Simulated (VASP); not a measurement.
Here is a VASP 6.6.1 calculation.

The input INCAR:

```
SYSTEM = TiAl
PREC = Accurate
ENCUT = 520
EDIFF = 1E-7
ISMEAR = 0
SIGMA = 0.1
LREAL = .False.
LASPH = .True.
NELM = 60
ALGO = Fast
ISIF = 2
LWAVE = .False.
LCHARG = .False.
GGA = PS
NBANDS = 14
```

The input KPOINTS:

```
regular mesh
0
Gamma
  16 16 10
  0 0 0
```

POSCAR

```
TiAl
1.0
    2.7946360629      0.0000000000      0.0000000000
    0.0000000000      2.7946360629      0.0000000000
    0.0000000000      0.0000000000      4.0411371641
Ti Al
1 1
Direct
    0.5000000000      0.5000000000      0.5000000000
    0.0000000000      0.0000000000      0.0000000000
```

Potentials or basis: VASP PAW PBE potentials, release 64 (Ti_sv, Al).

Launch:

```console
$ cat potpaw_PBE.64/Ti_sv/POTCAR potpaw_PBE.64/Al/POTCAR > POTCAR
$ mpirun -np 1 vasp_std > vasp.out
```

Q: Predict the pressure.

A: 0.0 GPa.

Stress tensor (GPa, compression positive):
```
 0.08  0.00  0.00
 0.00  0.08  0.00
 0.00  0.00 -0.16
```

Caveat: the PAW data sets were made with another functional, which shifts forces and pressure a little.
